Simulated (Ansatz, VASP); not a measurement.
**Two plane-wave programs on Zr**

```
Zr
1.0
     3.22048    0.00000    0.00000
    -1.61024    2.78902    0.00000
     0.00000    0.00000   10.42343
Zr
4
Direct
  0.00000 0.00000 0.00000
  0.33333 0.66667 0.25000
  0.00000 0.00000 0.50000
  0.66667 0.33333 0.75000
```

Alike in both runs: functional PBE; k mesh 18 × 18 × 4; occupations gaussian, width 0.1 eV; no spin polarisation.

Ansatz relaxed the structure, and its values are those at the end. VASP's run is a single point on that final structure, the one shown.

|  | VASP | Ansatz |
| --- | --- | --- |
| version | VASP 6.6.1 | Ansatz 0.2.0 |
| potentials or method | VASP PAW PBE potentials, release 64 (Zr_sv), cutoff 520 eV | scalar-relativistic, plane waves, PAW |
| valence electrons in the cell | 48 | 48 |

|  | VASP | Ansatz | Ansatz less VASP |
| --- | --- | --- | --- |
| gap on the k mesh at the Fermi level (eV) | none | none | - |
| pressure (GPa) | 0.0 | 0.0 | -0.02 |

A gap of «none» marks a metal or a gap that the smearing closes.
